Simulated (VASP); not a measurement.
Runs of VASP 6.6.1 on Si. The structure is that of space group Cmce (No. 64), or close to it. The cells are those of the table. 

```csv
task,cell,k mesh,cutoff (eV),gap on the mesh (eV),pressure (GPa),relaxed volume (Å³/atom),largest force (eV/Å)
relaxation of cell and atoms,"relaxed from a = 4.558, b = 4.558, c = 3.639 Å, angles 90.0, 90.0, 119.7°, 4 atoms",12 × 12 × 12,600,none,0.0,(a),0.01
single point,"a = 4.454, b = 4.454, c = 3.700 Å, angles 90.0, 90.0, 115.8°, 4 atoms",12 × 12 × 12,520,none,0.1,-,0.01
single point,"a = 3.445, b = 3.445, c = 7.749 Å, angles 90.0, 90.0, 66.9°, 4 atoms",6 × 6 × 4,520,none,-6.6,-,3.45
relaxation of cell and atoms,"relaxed from a = 4.569, b = 4.569, c = 4.650 Å, angles 90.0, 90.0, 118.9°, 4 atoms",4 × 4 × 4,600,none,-0.1,(b),0.01
single point,"a = 4.563, b = 4.563, c = 3.677 Å, angles 90.0, 90.0, 119.6°, 4 atoms",4 × 4 × 4,520,none,-0.1,-,0.02
```

Alike in all rows: level PBEsol; potentials or basis VASP PAW PBE potentials, release 64 (Si); no spin polarisation; smearing gaussian 0.1 eV.

Estimate the missing entries.

(a) 16.55; (b) 16.64.

Caveats: some runs use coarse meshes; the PAW data sets were made with another functional, which shifts forces and pressure a little; the volume moved by over 15 % at a fixed basis, so the end points are rough (some runs).

A gap of «none» marks levels without a gap at the run's occupations.
